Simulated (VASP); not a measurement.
# NiO2 (P-3m1) in VASP: a series of runs

NiO2 is run at these levels: LDA; tasks: single point.

Everything below comes from runs of VASP 6.6.1. Logs are shortened: lines on timing, memory, paths and dates and some standing lists are left out, and cuts for length are marked.

**1. The cell of the first run**

The structure is trigonal, space group P-3m1 (No. 164). The conventional cell has a = 2.894 Å, b = 2.894 Å, c = 3.833 Å, α = 90.00°, β = 90.00°, γ = 120.00°. Ni (site symmetry -3m) has 6 O at 1.89 Å within 2.5 Å. O (site symmetry 3m) has 3 Ni at 1.89 Å and 3 O at 2.43 Å within 2.5 Å.

**2. Single point, LDA (c/a of the conventional cell at fixed volume 1.3245)**

Contents of INCAR:

```
ALGO     = Normal         # electronic algorithm
EDIFF    = 1E-6           # SCF threshold, eV
ENCUT    = 520            # plane-wave cutoff, eV
ISIF     = 2              # what is computed and relaxed
ISMEAR   = 0              # smearing method
LASPH    = T              # aspherical terms in the spheres
LCHARG   = T              # write CHGCAR
LELF     = T              # ELF
LREAL    = F              # projectors in reciprocal space
LVHAR    = T            
LWAVE    = F              # write WAVECAR
NBANDS   = 18             # bands
NELM     = 60             # most SCF steps
PREC     = Accurate       # precision mode
SIGMA    = 0.05           # smearing width, eV
```

Contents of KPOINTS:

```
k-points
0
Gamma
  12 12 6
```

Contents of POSCAR:

```
NiO2
1.0
    2.8940625823      0.0000000000      0.0000000000
   -1.4470312911      2.5063317164      0.0000000000
    0.0000000000      0.0000000000      3.8331858902
Ni O
1 2
Direct
    0.0000000000      0.0000000000      0.5000000000
    0.6666666667      0.3333333333      0.7305104846
    0.3333333333      0.6666666667      0.2694895154
```

Potentials or basis: VASP PAW LDA potentials, release 64 (Ni, O).

Started as:

```
cat potpaw_LDA.64/Ni/POTCAR potpaw_LDA.64/O/POTCAR > POTCAR
mpirun -np 1 vasp_std > vasp.out
```

OUTCAR:

```text
EDIFF = 1E-6
   ENCUT = 520
   ISIF = 2
   ISMEAR = 0
   LASPH = T
   LREAL = F
   NELM = 60
   PREC = Accurate

 ion  position               nearest neighbor table
   1  0.000  0.000  0.500-   2 1.89   3 1.89   3 1.89   2 1.89   2 1.89   3 1.89
   2  0.667  0.333  0.731-   1 1.89   1 1.89   1 1.89
   3  0.333  0.667  0.269-   1 1.89   1 1.89   1 1.89

  LATTYP: Found a hexagonal cell.
 ALAT       =     2.8940625823
 C/A-ratio  =     1.3245000000

  Lattice vectors:

 A1 = (   2.8940625823,   0.0000000000,   0.0000000000)
 A2 = (  -1.4470312911,   2.5063317164,   0.0000000000)
 A3 = (   0.0000000000,   0.0000000000,   3.8331858902)

Analysis of symmetry for initial positions (statically):
=====================================================================
 Subroutine PRICEL returns:
 Original cell was already a primitive cell.

 Routine SETGRP: Setting up the symmetry group for a
 hexagonal supercell.

 Subroutine GETGRP returns: Found 12 space group operations
 (whereof 12 operations were pure point group operations)
 out of a pool of 24 trial point group operations.

The static configuration has the point symmetry D_3d.

Analysis of symmetry for dynamics (positions and initial velocities):
=====================================================================
 Subroutine PRICEL returns:
 Original cell was already a primitive cell.

 Routine SETGRP: Setting up the symmetry group for a
 hexagonal supercell.

 Subroutine GETGRP returns: Found 12 space group operations
 (whereof 12 operations were pure point group operations)
 out of a pool of 24 trial point group operations.

The dynamic configuration has the point symmetry D_3d.

 Subroutine INISYM returns: Found 12 space group operations
 (whereof 12 operations are pure point group operations),
 and found     1 'primitive' translations

----------------------------------------------------------------------------------------

                                     Primitive cell

  volume of cell :      27.8039

  direct lattice vectors                    reciprocal lattice vectors
     2.894062582  0.000000000  0.000000000     0.345535030  0.199494742  0.000000000
    -1.447031291  2.506331716  0.000000000     0.000000000  0.398989485  0.000000000
     0.000000000  0.000000000  3.833185890     0.000000000  0.000000000  0.260879600

  length of vectors
     2.894062582  2.894062582  3.833185890     0.398989485  0.398989485  0.260879600

  position of ions in fractional coordinates (direct lattice)
     0.000000000  0.000000000  0.500000000
     0.666666667  0.333333333  0.730510485
     0.333333333  0.666666667  0.269489515

  ion indices of the primitive-cell ions
   primitive index   ion index
                 1           1
                 2           2
                 3           3

----------------------------------------------------------------------------------------

 KPOINTS: k-points

Automatic generation of k-mesh.
 Grid dimensions read from file:
 generate k-points for:   12   12    6

 Generating k-lattice:

  Cartesian coordinates                     Fractional coordinates (reciprocal lattice)
     0.028794586  0.016624562  0.000000000     0.083333333  0.000000000  0.000000000
     0.000000000  0.033249124  0.000000000     0.000000000  0.083333333  0.000000000
     0.000000000  0.000000000  0.043479933     0.000000000  0.000000000  0.166666667

  Length of vectors
     0.033249124  0.033249124  0.043479933

  Shift w.r.t. Gamma in fractional coordinates (k-lattice)
     0.000000000  0.000000000  0.000000000

 Subroutine IBZKPT returns following result:
 ===========================================

 Found    100 irreducible k-points:

 Following reciprocal coordinates:
            Coordinates               Weight
  0.000000  0.000000  0.000000      1.000000
  0.083333 -0.000000  0.000000      6.000000
  0.166667 -0.000000  0.000000      6.000000
  0.250000 -0.000000  0.000000      6.000000
  0.333333 -0.000000  0.000000      6.000000
  0.416667 -0.000000  0.000000      6.000000
[... 16 lines left out ...]
  0.166667 -0.000000  0.166667      6.000000
  0.000000  0.166667  0.166667      6.000000
 [... further k-points ...]
   k-points           NKPTS =    100   k-points in BZ     NKDIM =    100   number of bands    NBANDS=     18
   number of dos      NEDOS =    301   number of ions     NIONS =      3
   total plane-waves  NPLWV =  17280
   dimension x,y,z NGX =    24 NGY =   24 NGZ =   30
   dimension x,y,z NGXF=    48 NGYF=   48 NGZF=   60
   ions per type =               1   2
   NGX,Y,Z   is equivalent  to a cutoff of  13.79, 13.79, 13.01 a.u.
   NGXF,Y,Z  is equivalent  to a cutoff of  27.57, 27.57, 26.02 a.u.
 SYSTEM =  unknown system
   PREC   = accura    normal or accurate (medium, high low for compatibility)
   ISTART =      0    job   : 0-new  1-cont  2-samecut
   ICHARG =      2    charge: 1-file 2-atom 10-const
   ISPIN  =      1    spin polarized calculation?
   LNONCOLLINEAR =      F non collinear calculations
   LSORBIT =      F    spin-orbit coupling
   LASPH  =      T    aspherical Exc in radial PAW
   ENCUT  =  520.0 eV  38.22 Ry    6.18 a.u.   5.38  5.38  7.13*2*pi/ulx,y,z
   NELM   =     60;   NELMIN=  2; NELMDL= -5     # of ELM steps
   EDIFF  = 0.1E-05   stopping-criterion for ELM
   LREAL  =      F    real-space projection
   EDIFFG = 0.1E-04   stopping-criterion for IOM
   NSW    =      0    number of steps for IOM
   IBRION =     -1    ionic relax: 0-MD 1-quasi-New 2-CG
   NFREE  =      0    steps in history (QN), initial steepest desc. (CG)
   ISIF   =      2    stress and relaxation
   ISYM   =      2    0-nonsym 1-usesym 2-fastsym
   POTIM  = 0.5000    time-step for ionic-motion
   TEBEG  =    0.0;   TEEND  =   0.0 temperature during run
   PSTRESS=    0.0 pullay stress
   NELECT =      22.0000    total number of electrons
   NUPDOWN=      -1.0000    fix difference up-down
   EMIN   =  10.00;   EMAX   =-10.00  energy-range for DOS
   EFERMI =   0.00;   METHOD = LEGACY
   ISMEAR =     0;   SIGMA  =   0.05  broadening in eV -4-tet -1-fermi 0-gaus
   EFERMI_NEDOS =   21; number of points for ismear=-14 and -15
   IALGO  =     38    algorithm
   IMIX   =      4    mixing-type and parameters
     AMIX     =   0.40;   BMIX     =  1.00
     AMIX_MAG =   1.60;   BMIX_MAG =  1.00
  volume/ion in A,a.u.               =       9.27        62.54
  Fermi-wavevector in a.u.,A,eV,Ry     =   1.514190  2.861404 31.195034  2.292770
  Thomas-Fermi vector in A             =   2.623880
   LORBIT       =      0    0 simple, 1 ext, 2 COOP (PROOUT), +10 PAW based schemes
   GGA     = CA    functional components
   LHFCALC =     F    Hartree Fock is set to
   AEXX    =    0.0000 exact exchange contribution
   IVDW    =     0    specifies the selected vdW correction
   LEPSILON=     F    determine dielectric tensor
   LRPA    =     F    only Hartree local field effects (RPA)
 non-spin polarized calculation
 Gauss-broadening in eV      SIGMA  =   0.05
  energy-cutoff  :      520.00
  volume of cell :       27.80
 maximum number of plane-waves:       782
 NGX is ok and might be reduce to    24
   NGX = 11   NGY = 11   NGZ = 15

 number of electron      21.9999999 magnetization

 Free energy of the ion-electron system (eV)
  ---------------------------------------------------
  ext. energy  EPLUGINS =         0.00000000
  ---------------------------------------------------
  free energy    TOTEN  =       -20.00247270 eV

  energy without entropy =      -20.00247270  energy(sigma->0) =      -20.00247270

 E-fermi :   4.2883     XC(G=0): -12.3542

 val. band max:        4.0971310403   @ k =   0.1667  -0.0000   0.1667
 cond. band min:       4.4780573275   @ k =   0.3333  -0.0000   0.3333
 fundamental gap:      0.3809262872
 Fermi energy:         4.2882980919

 k-point     1 :       0.0000    0.0000    0.0000
  band No.  band energies     occupation
      1     -15.6077      2.00000
      2     -12.3491      2.00000
      3      -2.0424      2.00000
      4      -1.8039      2.00000
      5      -1.8039      2.00000
      6       1.8850      2.00000
[... 10 lines left out ...]
     17      22.1883      0.00000
     18      22.4172      0.00000

 k-point     2 :       0.0833   -0.0000    0.0000
  band No.  band energies     occupation
      1     -15.5191      2.00000
      2     -12.3824      2.00000
      3      -1.9372      2.00000
      4      -1.7646      2.00000
      5      -1.7455      2.00000
      6       1.5859      2.00000
[... 10 lines left out ...]
     17      22.3157      0.00000
     18      22.4272      0.00000

 k-point     3 :       0.1667   -0.0000    0.0000
  band No.  band energies     occupation
      1     -15.2649      2.00000
      2     -12.4793      2.00000
      3      -1.6951      2.00000
      4      -1.5856      2.00000
      5      -1.5784      2.00000
      6       0.7802      2.00000
[... 10 lines left out ...]
     17      21.9881      0.00000
     18      23.0719      0.00000

 k-point     4 :       0.2500   -0.0000    0.0000
  band No.  band energies     occupation
      1     -14.8785      2.00000
      2     -12.6318      2.00000
      3      -1.5556      2.00000
      4      -1.3295      2.00000
      5      -1.1083      2.00000
      6      -0.1505      2.00000
[... 10 lines left out ...]
     17      21.4504      0.00000
     18      23.1123      0.00000

 k-point     5 :       0.3333   -0.0000    0.0000
  band No.  band energies     occupation
      1     -14.4169      2.00000
      2     -12.8331      2.00000
      3      -1.7444      2.00000
      4      -1.0521      2.00000
      5      -0.5776      2.00000
      6      -0.4976      2.00000
[... 10 lines left out ...]
     17      20.8539      0.00000
     18      22.0584      0.00000

 k-point     6 :       0.4167   -0.0000    0.0000
  band No.  band energies     occupation
      1     -13.9608      2.00000
      2     -13.0789      2.00000
      3      -2.2433      2.00000
      4      -0.8312      2.00000
      5      -0.2971      2.00000
      6       0.0415      2.00000
[... 10 lines left out ...]
     17      20.5861      0.00000
     18      21.4733      0.00000

 k-point     7 :       0.5000   -0.0000    0.0000
  band No.  band energies     occupation
      1     -13.6880      2.00000
      2     -13.2696      2.00000
      3      -2.4590      2.00000
      4      -0.7487      2.00000
      5       0.0568      2.00000
      6       0.1326      2.00000
[... 10 lines left out ...]
     17      20.6574      0.00000
     18      21.2542      0.00000

 k-point     8 :       0.0833    0.0833    0.0000
  band No.  band energies     occupation
      1     -15.3478      2.00000
      2     -12.4474      2.00000
      3      -1.7409      2.00000
      4      -1.6851      2.00000
      5      -1.6255      2.00000
      6       1.1181      2.00000
[... 10 lines left out ...]
     17      22.0988      0.00000
     18      22.8135      0.00000
[... 229 lines left out ...]
     17      19.8044      0.00000
     18      21.7739      0.00000

 k-point    20 :       0.0000    0.0000    0.1667
  band No.  band energies     occupation
      1     -15.5017      2.00000
      2     -12.5417      2.00000
      3      -1.7860      2.00000
      4      -1.7860      2.00000
      5      -1.7242      2.00000
      6       1.8769      2.00000
[... 10 lines left out ...]
     17      22.1755      0.00000
     18      22.1755      0.00000

 k-point    21 :       0.0833   -0.0000    0.1667
  band No.  band energies     occupation
      1     -15.4151      2.00000
      2     -12.5640      2.00000
      3      -1.9233      2.00000
      4      -1.7477      2.00000
      5      -1.4551      2.00000
      6       1.5238      2.00000
[... 10 lines left out ...]
     17      21.9795      0.00000
     18      22.4741      0.00000

 k-point    22 :       0.0000    0.0833    0.1667
  band No.  band energies     occupation
      1     -15.4144      2.00000
      2     -12.5658      2.00000
      3      -1.9250      2.00000
      4      -1.7085      2.00000
      5      -1.4838      2.00000
      6       1.5842      2.00000
[... 10 lines left out ...]
     17      21.9949      0.00000
     18      22.3400      0.00000

 k-point    23 :       0.1667   -0.0000    0.1667
  band No.  band energies     occupation
      1     -15.1682      2.00000
      2     -12.6283      2.00000
      3      -1.9896      2.00000
      4      -1.6045      2.00000
      5      -1.0541      2.00000
      6       0.6690      2.00000
[... 10 lines left out ...]
     17      21.3947      0.00000
     18      23.1695      0.00000

 k-point    24 :       0.0000    0.1667    0.1667
  band No.  band energies     occupation
      1     -15.1629      2.00000
      2     -12.6407      2.00000
      3      -1.9412      2.00000
      4      -1.5225      2.00000
      5      -1.1263      2.00000
      6       0.8102      2.00000
[... 10 lines left out ...]
     17      21.5333      0.00000
     18      22.8917      0.00000

 [... further k-points ...]
[... 5 lines left out ...]
  --------------------------------------------------------------------------------------
  -------------------------------------------------------------------------------------
  Total       -3.5515661     -3.5515661     -0.3802102     -0.0000000     -0.0000000      0.0000000
  in kB     -204.6558387   -204.6558387    -21.9092736     -0.0000000     -0.0000000      0.0000000
  external PRESSURE =    -143.7403170 kB  Pullay stress =       0.0000000 kB

 VOLUME and BASIS-vectors are now :
 -----------------------------------------------------------------------------
  energy-cutoff  :      520.00
  volume of cell :       27.80
      direct lattice vectors                 reciprocal lattice vectors
     2.894062582  0.000000000  0.000000000     0.345535030  0.199494742  0.000000000
    -1.447031291  2.506331716  0.000000000     0.000000000  0.398989485  0.000000000
     0.000000000  0.000000000  3.833185890     0.000000000  0.000000000  0.260879600

 POSITION                                       TOTAL-FORCE (eV/Angst)
 -----------------------------------------------------------------------------------
      0.00000      0.00000      1.91659        -0.000000      0.000000      0.000000
      1.44703      0.83544      2.80018        -0.000000      0.000000     -0.409212
     -0.00000      1.67089      1.03300         0.000000     -0.000000      0.409212
 -----------------------------------------------------------------------------------
    total drift:                                0.000000     -0.000000      0.000000

  FREE ENERGIE OF THE ION-ELECTRON SYSTEM (eV)
  ---------------------------------------------------
  free  energy   TOTEN  =       -20.0024726956 eV

  energy  without entropy=      -20.0024726954  energy(sigma->0) =      -20.00247270
```

Run time: 34 s. Hardware: 1 thread of Intel Xeon 6975P-C, shared host; peak memory 0.17 GiB.

Results:

| Property | Result |
| --- | --- |
| Free energy | -20.0025 eV |
| Pressure | -14.4 GPa |
| Largest force | 0.409 eV/Å |
| Band gap on the k mesh | 0.38 eV, indirect (least direct gap 0.72 eV) |

Forces on the atoms (eV/Å):
```
Ni   0.000  0.000  0.000
O    0.000  0.000 -0.409
O    0.000  0.000  0.409
```

Levels at points of the mesh, in eV from the valence-band top:
```
           k point  band 7  band 8  band 9  band 10  band 11  band 12  band 13  band 14  band 15  band 16
(0.00, 0.00, 0.00)   -2.21   -1.37   -1.37    -0.48    -0.15     1.72     1.72     7.50    10.36    18.09
(0.50, 0.00, 0.00)   -3.53   -2.69   -1.97    -1.85    -1.18     1.01     1.95    11.96    12.52    14.82
(0.00, 0.00, 0.50)   -2.24   -2.24   -1.60    -1.60    -0.10     1.95     1.95     9.82    10.08    17.92
(0.50, 0.00, 0.50)   -3.06   -1.98   -1.80    -1.31    -1.05     1.07     1.58    10.91    12.62    15.03
```

**3. Single point, LDA (c/a of the conventional cell at fixed volume 1.5884)**

Contents of INCAR:

```
PREC = Accurate ; ENCUT = 520
EDIFF = 1E-6 ; ISMEAR = 0
SIGMA = 0.05 ; LREAL = F
LASPH = T ; NELM = 60
ALGO = Normal ; ISIF = 2
LWAVE = F ; LCHARG = T
GGA = CA ; LELF = T
LVHAR = T ; NBANDS = 18
```

Contents of KPOINTS:

```
regular mesh
0
Gamma
  12 12 6
```

Contents of POSCAR:

```
NiO2
1.0
    2.7239885620      0.0000000000      0.0000000000
   -1.3619942810      2.3590432943      0.0000000000
    0.0000000000      0.0000000000      4.3267834318
Ni O
1 2
Direct
    0.0000000000      0.0000000000      0.5000000000
    0.6666666667      0.3333333333      0.6829609091
    0.3333333333      0.6666666667      0.3170390909
```

Potentials or basis: VASP PAW LDA potentials, release 64 (Ni, O).

Started as:

```
cat potpaw_LDA.64/Ni/POTCAR potpaw_LDA.64/O/POTCAR > POTCAR
mpirun -np 1 vasp_std > vasp.out
```

Wall time 23 s (1 thread of Intel Xeon 6975P-C, shared host); peak memory 0.16 GiB.

It converged, with:

```yaml
Free_energy: -19.6134 eV
Pressure: 36.7 GPa
Largest_force: 3.607 eV/Å
Band_gap_on_the_k_mesh: 0.85 eV, indirect (least direct gap 1.46 eV)
```

Forces in eV/Å, atoms in the order of the input:
```
Ni   0.000  0.000  0.000
O    0.000  0.000  3.607
O    0.000  0.000 -3.607
```

Stress tensor (GPa, compression positive):
```
39.26  0.00  0.00
 0.00 39.26  0.00
 0.00  0.00 31.52
```

Levels at points of the mesh, in eV from the valence-band top:
```
           k point  band 7  band 8  band 9  band 10  band 11  band 12  band 13  band 14  band 15  band 16
(0.00, 0.00, 0.00)   -2.95   -1.81   -1.81    -1.50    -0.36     2.51     2.51     7.95    11.40    16.22
(0.50, 0.00, 0.00)   -4.32   -2.63   -2.54    -2.42    -1.31     1.47     2.48    12.75    12.80    14.20
(0.00, 0.00, 0.50)   -2.96   -2.88   -1.84    -1.84     0.00     2.55     2.55     9.66    11.46    13.63
(0.50, 0.00, 0.50)   -4.24   -2.64   -2.42    -1.86    -1.44     1.47     2.40    11.29    13.20    15.20
```

Caveat: forces of over 1 eV/Å act on the atoms, so gaps and moduli don't describe the material at rest. Spin polarisation is off, so any magnetic state and its effect on volume and gap are missing.

**4. Single point, LDA (c/a of the conventional cell at fixed volume 1.3245)**

Contents of INCAR:

```
SYSTEM = NiO2
PREC = Accurate
ENCUT = 520
EDIFF = 1E-6
ISMEAR = 0
SIGMA = 0.05
LREAL = .False.
LASPH = .True.
NELM = 80
ALGO = Normal
ISIF = 2
LWAVE = .False.
LCHARG = .False.
GGA = CA
NBANDS = 18
```

Contents of KPOINTS:

```
Automatic mesh
0
Gamma
  12 12 6
  0 0 0
```

Contents of POSCAR:

```
NiO2
1.0
    2.8940625823      0.0000000000      0.0000000000
   -1.4470312911      2.5063317164      0.0000000000
    0.0000000000      0.0000000000      3.8331858902
Ni O
1 2
Direct
    0.0000000000      0.0000000000      0.5000000000
    0.6666666667      0.3333333333      0.7423978784
    0.3333333333      0.6666666667      0.2576021216
```

Started as:

```
cat potpaw_LDA.64/Ni/POTCAR potpaw_LDA.64/O/POTCAR > POTCAR
mpirun -np 1 vasp_std > vasp.out
```

Wall time 39 s (1 thread of Intel Xeon 6975P-C, shared host); peak memory 0.17 GiB.

The run converged. Its results:

* Free energy: -19.9305 eV
* Pressure: -19.8 GPa
* Largest force: 1.163 eV/Å
* Band gap on the k mesh: 0.31 eV, indirect (least direct gap 0.67 eV)

Forces in eV/Å, atoms in the order of the input:
```
Ni   0.000  0.000  0.000
O    0.000  0.000 -1.163
O    0.000  0.000  1.163
```

Stress tensor (GPa, compression positive):
```
-24.98   0.00   0.00
  0.00 -24.98   0.00
  0.00   0.00  -9.45
```

Levels at points of the mesh, in eV from the valence-band top:
```csv
k point,band 9,band 10,band 11,band 12,band 13,band 14
"(0.00, 0.00, 0.00)",-1.30,-0.62,-0.04,1.54,1.54,7.31
"(0.50, 0.00, 0.00)",-1.89,-1.81,-1.20,0.96,1.82,11.85
"(0.00, 0.00, 0.50)",-1.60,-1.60,-0.21,1.82,1.82,9.75
"(0.50, 0.00, 0.50)",-1.78,-1.34,-1.07,1.05,1.38,10.89
```

Caveat: forces of over 1 eV/Å act on the atoms, so gaps and moduli don't describe the material at rest.

[end of part 1 of 2]
